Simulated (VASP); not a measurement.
# Rh: relaxation of the atoms with PBE

Rh, a slab with vacuum:

```xyz
2
Lattice="2.6588 0.0000 0.0000 -0.8863 2.5067 0.0000 0.0000 0.0000 18.1709" Properties=species:S:1:pos:R:3 pbc="T T T"
Rh    0.4431    0.6267    8.0591
Rh    1.3294    1.8801   10.1118
```

* Program: VASP 6.6.1
* Task: relaxation of the atoms
* Functional: PBE
* Potentials or basis: VASP PAW PBE potentials, release 64 (Rh_pv)
* Cutoff: 520 eV
* k mesh: 13 × 13 × 1
* Occupations: fermi-dirac, width 0.05 eV
* Spin: no spin polarisation
* Dipole correction: yes
* Further INCAR settings: ALGO = Normal; EDIFF = 1e-06; IBRION = 2; EDIFFG = -0.01; NSW = 32

* Largest force after relaxing: 0.005 eV/Å
* Band gap on the k mesh: zero (bands 15 and 16 overlap by 1.95 eV)

Forces on the atoms (eV/Å):
```
Rh   0.000  0.000 -0.005
Rh   0.000  0.000  0.005
```

Final structure:
```
CELL_PARAMETERS angstrom
2.65881 0.00000 0.00000
-0.88627 2.50675 0.00000
0.00000 0.00000 18.17090
ATOMIC_POSITIONS crystal
Rh 0.25000 0.25000 0.44351
Rh 0.75000 0.75000 0.55649
```

Levels at points of the mesh, in eV from the Fermi level:
```csv
k point,band 13,band 14,band 15,band 16,band 17,band 18
"(0.00, 0.00, 0.00)",-0.88,-0.55,-0.31,-0.17,0.00,0.80
```

Wall time 3.1 min on 1 thread of Oxide Virtual Turin-like Processor (shared host), peak memory 0.24 GiB.

Caveat: the relaxation stopped at its first step, so nothing moved.
